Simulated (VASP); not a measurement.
Wanted: the native input for a VASP 6.6.1 run.

- Task: single point
- Functional: BLYP
- Potentials or basis: VASP PAW PBE potentials, release 64 (Nb_sv)
- Cutoff: 520 eV
- k mesh: 10 × 10 × 10
- Occupations: fermi-dirac, width 0.1 eV
- Spin: no spin polarisation
- Dipole correction: no
- Further INCAR settings: ALGO = Normal; EDIFF = 1e-07; NBANDS = 20

The structure of Nb lies in POSCAR:

```
Nb
1.0
    0.0000000000      2.9809975018      2.9809975018
    2.9809975018      0.0000000000      2.9809975018
    2.9809975018      2.9809975018      0.0000000000
Nb
2
Direct
    0.1250000000      0.1250000000      0.1250000000
    0.8750000000      0.8750000000      0.8750000000
```

This cell differs from its parent crystal: volume scaled by 0.96.

These files were run (other wordings do the same):

INCAR

```
SYSTEM = Nb
PREC = Accurate
ENCUT = 520
EDIFF = 1E-7
ISMEAR = -1
SIGMA = 0.1
LREAL = .FALSE.
LASPH = .TRUE.
NELM = 100
ALGO = Normal
ISIF = 2
LWAVE = .FALSE.
LCHARG = .FALSE.
GGA = B5
ALDAX = 1.0
AGGAX = 1.0
AGGAC = 1.0
ALDAC = 0.0
NBANDS = 20
```

KPOINTS

```
regular mesh
0
G
  10 10 10
  0 0 0
```

Potentials or basis: VASP PAW PBE potentials, release 64 (Nb_sv).

Launch:

```bash
$ cat potpaw_PBE.64/Nb_sv/POTCAR > POTCAR
$ mpirun -np 1 vasp_std > vasp.out
```

It gave:

```yaml
Pressure: 2.5 GPa
Band_gap_on_the_k_mesh: zero (band 13 reaches 7.49 eV, above the bottom of band 14 at 6.22 eV)
```

Caveat: the PAW data sets were made with another functional, which shifts forces and pressure a little.

Wall time 69 s on 1 thread of Intel(R) Xeon(R) Platinum 8124M CPU @ 3.00GHz (Skylake/Cascade Lake), with other jobs on the host, peak memory 0.19 GiB.
